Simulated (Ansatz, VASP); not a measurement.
## HfH2 in VASP and in Ansatz

```
CELL_PARAMETERS angstrom
-1.73900 1.73900 2.18050
1.73900 -1.73900 2.18050
1.73900 1.73900 -2.18050
ATOMIC_POSITIONS crystal
Hf 0.00000 0.00000 0.00000
H 0.75287 0.25287 0.50000
H 0.25287 0.75287 0.50000
```

Change from the starting cell: all H atoms moved +0.013 Å, as atom 2 along Cartesian [0 0 1].

Alike in both runs: task single point; functional PBEsol; k mesh 20 × 20 × 20; occupations gaussian, width 0.15 eV; no spin polarisation.

```csv
,VASP,Ansatz
version,VASP 6.6.1,Ansatz 0.2.0
potentials or method,"VASP PAW PBE potentials, release 64 (Hf_pv, H), cutoff 520 eV","scalar-relativistic, plane waves, PAW"
valence electrons in the cell,12,28
```

VASP gave:

```
gap on the k mesh at the Fermi level (eV)                     : none
pressure (GPa)                                                : -5.7
traceless stress, the component that is largest in VASP (GPa) : -0.67
rms of the force components (eV/Å)                            : 0.047
```

Q: Which values does Ansatz return?

A: gap on the k mesh at the Fermi level (eV): none; pressure (GPa): -5.1; traceless stress, the component that is largest in VASP (GPa): -0.71; rms of the force components (eV/Å): 0.046.

VASP's potentials were made for PBE, not for PBEsol. Atom by atom the forces differ by 0.000 eV/Å (rms over components). A gap of «none» marks a metal or a gap that the smearing closes. VASP's potentials hold 12 valence electrons a cell and Ansatz's 28, so a difference there can come from the potentials and not from the codes.

Neither program's run includes spin-orbit coupling.
